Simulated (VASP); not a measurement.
Here is a VASP 6.6.1 calculation.

The input INCAR:

```
SYSTEM = BN
PREC     = Accurate       ! precision mode
ENCUT    = 520            ! plane-wave cutoff, eV
EDIFF    = 1E-7           ! SCF threshold, eV
ISMEAR   = 0              ! smearing method
SIGMA    = 0.02           ! smearing width, eV
LREAL    = .FALSE.        ! projectors in reciprocal space
LASPH    = .TRUE.         ! aspherical terms in the spheres
NELM     = 60             ! most SCF steps
ALGO     = Normal         ! electronic algorithm
ISIF     = 2              ! what is computed and relaxed
LWAVE    = .FALSE.        ! write WAVECAR
LCHARG   = .FALSE.        ! write CHGCAR
GGA      = PE             ! functional
NBANDS   = 16             ! bands
```

Contents of KPOINTS:

```
regular mesh
0
G
  12 12 6
  0 0 0
```

Contents of POSCAR:

```
BN
1.0
    2.7326387556      0.0000000000      0.0000000000
   -1.3663193779      2.3665345817      0.0000000000
    0.0000000000      0.0000000000      4.2689967444
B N
2 2
Direct
    0.6666666700      0.3333333300      0.9855290489
    0.3333333300      0.6666666700      0.4855290489
    0.6666666700      0.3333333300      0.6394709511
    0.3333333300      0.6666666700      0.1394709511
```

Potentials or basis: VASP PAW PBE potentials, release 64 (B, N).

The run is started by

```console
$ cat potpaw_PBE.64/B/POTCAR potpaw_PBE.64/N/POTCAR > POTCAR
$ mpirun -np 1 vasp_std > vasp.out
```

**Question.** Estimate the band gap on the k mesh.

**Answer.** 3.80 eV, indirect (least direct gap 6.27 eV).

**Question.** Estimate the largest force.

**Answer.** 2.875 eV/Å.

**Question.** Estimate the pressure.

**Answer.** -33.3 GPa.

Forces on the atoms (eV/Å):
```
B    0.000  0.000  2.875
B    0.000  0.000  2.875
N    0.000  0.000 -2.875
N    0.000  0.000 -2.875
```

Caveat: the cell differs from its parent crystal (strained and its atoms moved); forces of over 1 eV/Å act on the atoms, so gaps and moduli don't describe the material at rest. A k mesh can miss the band edges.
